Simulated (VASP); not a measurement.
Runs of VASP 6.6.1 on Sr. The structure is that of space group Cmcm (No. 63), or close to it. The cells are those of the table. 

| cell | further INCAR settings | gap on the mesh (eV) | pressure (GPa) | largest force (eV/Å) |
| --- | --- | --- | --- | --- |
| a = 3.948, b = 4.670, c = 6.522 Å, angles 90.0, 90.0, 115.0°, 2 atoms | ALGO = Fast; EDIFF = 1e-06; NBANDS = 17 | none | 0.6 | 0.26 |
| a = 4.737, b = 4.053, c = 7.013 Å, angles 90.0, 90.0, 125.8°, 2 atoms | ALGO = Fast; EDIFF = 1e-06; NBANDS = 17 | none | 0.2 | 0.19 |
| a = 4.588, b = 3.905, c = 7.504 Å, angles 90.0, 90.0, 126.0°, 2 atoms | ALGO = Fast; EDIFF = 1e-07; NBANDS = 17 | none | (a) | 0.13 |
| a = 3.798, b = 4.521, c = 7.013 Å, angles 90.0, 90.0, 114.8°, 2 atoms | ALGO = Fast; EDIFF = 1e-06; NBANDS = 17 | none | 0.4 | 0.18 |

Alike in all rows: task single point; level PBE; potentials or basis VASP PAW PBE potentials, release 64 (Sr_sv); no spin polarisation; k mesh 12 × 12 × 6; cutoff (eV) 520; smearing gaussian 0.15 eV.

Problem. Fill in the values left out.

Solution. (a) 0.3.

Caveats: the stress differs along the axes, from -2 to 3 GPa (at least some runs).

A k mesh can miss the band edges, and the runs leave out spin-orbit coupling on Sr.

A gap of «none» marks levels without a gap at the run's occupations.
